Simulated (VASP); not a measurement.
**HfNbF3: single point with PBE**

Crystal: HfNbF3.

```
CELL_PARAMETERS angstrom
4.04921 0.00000 0.00000
0.00000 2.88460 2.88803
0.00000 -2.88460 2.88803
ATOMIC_POSITIONS crystal
Hf 0.50000 0.46900 0.46900
Nb 0.00000 0.00000 0.00000
F 0.50000 0.48200 0.96200
F 0.50000 0.96200 0.48200
F 0.00000 0.48000 0.48000
```

The cell was generated, and may not be a known phase.

```yaml
Program: VASP 6.6.1
Task: single point
Functional: PBE
Potentials_or_basis: VASP PAW PBE potentials, release 64 (Hf_pv, Nb_sv, F)
Cutoff: 520 eV
k_mesh: 4 × 4 × 4
Occupations: gaussian, width 0.1 eV
Spin: collinear spin
Starting_moments: "[0.03, 2.85, 0.1, 0.1, 0.1] μB"
Dipole_correction: no
Further_INCAR_settings: ALGO = Normal; EDIFF = 1e-06; NBANDS = 34
```

```json
{
  "Pressure": "23.0 GPa",
  "Largest force": "1.175 eV/Å",
  "Net moment": "4.41 μB per cell",
  "Site moments": "Hf +0.07; Nb +2.74; F +0.08, +0.09 (each value once) μB",
  "Valence electrons inside the program's atomic spheres": "Hf 8.52; Nb 10.86; F 6.14, 6.15 (each value once)"
}
```

Forces in eV/Å, atoms in the order of the input:
```
Hf   0.000  0.000 -1.175
Nb   0.000  0.000  0.074
F    0.000  0.159  0.305
F    0.000 -0.159  0.305
F    0.000  0.000  0.490
```

Stress tensor (GPa, compression positive):
```
23.61  0.00  0.00
 0.00 22.45  0.00
 0.00  0.00 22.93
```

Levels at points of the mesh, in eV from the Fermi level:
Spin up:
| k point | band 21 | band 22 | band 23 | band 24 | band 25 | band 26 | band 27 | band 28 |
| --- | --- | --- | --- | --- | --- | --- | --- | --- |
| (0.00, 0.00, 0.00) | -2.06 | -2.03 | -1.83 | -1.78 | -1.74 | 1.07 | 1.11 | 1.17 |
| (0.50, 0.00, 0.00) | -1.28 | -0.89 | -0.66 | -0.25 | 0.22 | 0.29 | 0.60 | 0.88 |
| (0.00, 0.50, 0.00) | -1.30 | -0.92 | -0.48 | -0.31 | 0.08 | 0.31 | 0.66 | 0.81 |
| (0.50, 0.50, 0.00) | -0.82 | -0.67 | -0.65 | 0.28 | 0.76 | 1.73 | 1.74 | 2.58 |
| (0.00, 0.50, 0.50) | -0.86 | -0.70 | -0.63 | 0.25 | 0.71 | 1.83 | 1.87 | 2.43 |
| (0.50, 0.50, 0.50) | -1.39 | -1.37 | 0.11 | 0.14 | 0.99 | 1.84 | 1.89 | 1.94 |
Spin down:
```tsv
k point	band 16	band 17	band 18	band 19	band 20	band 21	band 22	band 23
(0.00, 0.00, 0.00)	-8.70	-8.63	-8.63	-8.60	-1.79	-0.83	-0.81	-0.80
(0.50, 0.00, 0.00)	-9.29	-8.92	-8.68	-8.66	-0.31	0.47	0.73	1.04
(0.00, 0.50, 0.00)	-9.23	-8.95	-8.71	-8.69	-0.31	0.44	0.79	0.96
(0.50, 0.50, 0.00)	-9.05	-9.00	-8.97	-8.14	0.59	0.64	0.68	1.34
(0.00, 0.50, 0.50)	-9.11	-9.10	-9.06	-8.10	0.59	0.60	0.73	1.26
(0.50, 0.50, 0.50)	-10.42	-8.12	-8.12	-8.08	0.71	0.76	0.77	2.18
```

It took 110 s on 1 thread of Intel(R) Xeon(R) Platinum 8175M CPU @ 2.50GHz (Skylake/Cascade Lake) (shared host), peak memory 0.23 GiB.

Caveat: the k points lie up to 0.39 Å⁻¹ apart; spin-orbit coupling is left out, which moves the levels of the heavy elements; forces of over 1 eV/Å act on the atoms, so gaps and moduli don't describe the material at rest.
